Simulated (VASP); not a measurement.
Crystal: MgCd2S3.

```xyz
6
Lattice="4.1392 0.0000 0.0000 -2.0696 3.5847 0.0000 0.0000 0.0000 10.1207" Properties=species:S:1:pos:R:3 pbc="T T T"
Mg    0.0000    0.0000    3.3526
Cd    0.0000    2.3898    0.0533
Cd    2.0696    1.1949    6.7134
S     2.0696    1.1949    9.2747
S     0.0000    0.0000    5.8172
S     0.0000    2.3898    2.6208
```

Base run:

| Property | Result |
| --- | --- |
| Program | VASP 6.6.1 |
| Functional | PBE |
| Potentials or basis | VASP PAW PBE potentials, release 64 (Mg, Cd, S) |
| Cutoff | 520 eV |
| k mesh | 12 × 12 × 4 |
| Occupations | gaussian, width 0.02 eV |
| Spin | no spin polarisation |

Its results: band gap on the k mesh 1.53 eV; pressure 0.2 GPa; largest force 0.038 eV/Å.

The run is repeated on the same cell with these changes: functional from PBE to LDA; potentials or basis from VASP PAW PBE potentials, release 64 (Mg, Cd, S) to VASP PAW LDA potentials, release 64 (Mg, Cd, S). What comes out?

Band gap on the k mesh 1.29 eV; pressure -4.2 GPa; largest force 0.141 eV/Å.

Caveats: the cell stands under tension (at least some runs).

A k mesh can miss the band edges.
